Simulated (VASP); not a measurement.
Na: relaxation of cell and atoms with PBE

Na:

```
CELL_PARAMETERS angstrom
0.00000 2.35655 2.35655
2.35655 0.00000 2.35655
2.35655 2.35655 0.00000
ATOMIC_POSITIONS crystal
Na 0.00000 0.00000 0.00000
```

This isn't the form of Na at room conditions, which is bcc.

| Property | Result |
| --- | --- |
| Program | VASP 6.6.1 |
| Task | relaxation of cell and atoms |
| Functional | PBE |
| Potentials or basis | VASP PAW PBE potentials, release 64 (Na_pv) |
| Cutoff | 600 eV |
| k mesh | 14 × 14 × 14 |
| Occupations | fermi-dirac, width 0.1 eV |
| Spin | no spin polarisation |
| Target pressure | 5.1 GPa |
| Dipole correction | no |
| Further INCAR settings | ALGO = Normal; EDIFF = 1e-06; IBRION = 2; EDIFFG = -0.005; NSW = 32; ISIF = 3 |

| Property | Result |
| --- | --- |
| Relaxed volume | 26.19 Å³/atom |
| Relaxed cell | a = 3.333 Å, b = 3.333 Å, c = 3.333 Å, α = 60.00°, β = 60.00°, γ = 60.00° |
| Space group after relaxing (to 0.1 Å) | Fm-3m (No. 225) |
| Energy change on relaxing (the run minimises the enthalpy) | -0.5 meV/atom |
| Ionic steps | 20 |
| Pressure after relaxing | 5.1 GPa |
| Band gap on the k mesh | zero (an odd number of electrons rules out a gap without spin polarisation) |

The path:
| step | energy change (eV) | largest force (eV/Å) | pressure (GPa) | volume (Å³) |
| --- | --- | --- | --- | --- |
| 1 | 0.0000 | 0.0000 | 5.06 | 26.17 |
| 2 | 0.0008 | 0.0000 | 5.17 | 26.15 |
| 3 | 0.0003 | 0.0000 | 5.13 | 26.16 |
| 4 | 0.0002 | 0.0000 | 5.18 | 26.17 |
| 5 | 0.0001 | 0.0000 | 5.15 | 26.17 |
| 6 | 0.0000 | 0.0000 | 5.13 | 26.17 |
| 7 | 0.0000 | 0.0000 | 5.13 | 26.17 |
| 8 | 0.0000 | 0.0000 | 5.13 | 26.17 |
| 9 | 0.0000 | 0.0000 | 5.13 | 26.17 |
| 10 | 0.0000 | 0.0000 | 5.13 | 26.17 |
| 11 | 0.0000 | 0.0000 | 5.13 | 26.17 |
| 12 | 0.0000 | 0.0000 | 5.13 | 26.17 |
| 13 | 0.0000 | 0.0000 | 5.13 | 26.17 |
| 14 | 0.0000 | 0.0000 | 5.13 | 26.17 |
| 15 | 0.0000 | 0.0000 | 5.13 | 26.17 |
| 16 | 0.0000 | 0.0000 | 5.13 | 26.17 |
| 17 | 0.0000 | 0.0000 | 5.13 | 26.17 |
| 18 | 0.0000 | 0.0000 | 5.13 | 26.17 |
| 19 | 0.0000 | 0.0000 | 5.13 | 26.17 |
| 20 | -0.0005 | 0.0000 | 5.11 | 26.19 |

Final structure:
```yaml
crystal:
  lattice:
    - [0.00000, 2.35705, 2.35705]
    - [2.35705, 0.00000, 2.35705]
    - [2.35705, 2.35705, 0.00000]
  atoms:
    - { symbol: Na, position: [0.00000, 0.00000, 0.00000] }
```

Levels at points of the mesh, in eV from the Fermi level:
```
           k point  band 1  band 2  band 3  band 4  band 5  band 6  band 7
(0.00, 0.00, 0.00)  -24.74  -24.74  -24.74   -4.10   13.35   13.35   13.35
(0.50, 0.00, 0.00)  -24.86  -24.76  -24.75    0.59    1.33   12.13   12.13
(0.50, 0.50, 0.00)  -24.85  -24.78  -24.78    2.21    2.74    7.28    9.08
```

Run time: 2.5 min on 1 thread of Intel Xeon 8259CL (shared host), peak memory 0.16 GiB.

Caveat: the cell is relaxed towards a set pressure, so the run minimises the enthalpy, not the energy.
